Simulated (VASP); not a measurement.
Set up this calculation in VASP 6.6.1, as the native input.

```
Task                   : single point
Functional             : RPBE
Potentials or basis    : VASP PAW PBE potentials, release 64 (Sr_sv, O)
Cutoff                 : 520 eV
k mesh                 : 6 × 6 × 6
Occupations            : gaussian, width 0.01 eV
Spin                   : no spin polarisation
Dipole correction      : no
Further INCAR settings : ALGO = Normal; EDIFF = 1e-06; NBANDS = 15
```

The structure of SrO lies in POSCAR:

```
SrO
1.0
    0.0000000000      2.5663000000      2.5663000000
    2.5663000000      0.0000000000      2.5663000000
    2.5663000000      2.5663000000      0.0000000000
Sr O
1 1
Direct
    0.5000000000      0.5000000000      0.5000000000
    0.0000000000      0.0000000000      0.0000000000
```

One way to write it, as run:

INCAR

```
PREC = Accurate
ENCUT = 520
EDIFF = 1E-6
ISMEAR = 0
SIGMA = 0.01
LREAL = F
LASPH = T
NELM = 100
ALGO = Normal
ISIF = 2
LWAVE = F
LCHARG = F
GGA = RP
NBANDS = 15
```

KPOINTS

```
Automatic mesh
0
Gamma
  6 6 6
```

Potentials or basis: VASP PAW PBE potentials, release 64 (Sr_sv, O).

Run with:

```bash
$ cat potpaw_PBE.64/Sr_sv/POTCAR potpaw_PBE.64/O/POTCAR > POTCAR
$ mpirun -np 1 vasp_std > vasp.out
```

It gave:

* Pressure: 7.0 GPa
* Band gap on the k mesh: 3.38 eV, indirect (least direct gap 3.46 eV)

Caveat: the PAW data sets were made with another functional, which shifts forces and pressure a little.

Wall time 19 s on 1 thread of Intel Xeon 8259CL, on a shared host, peak memory 0.16 GiB.
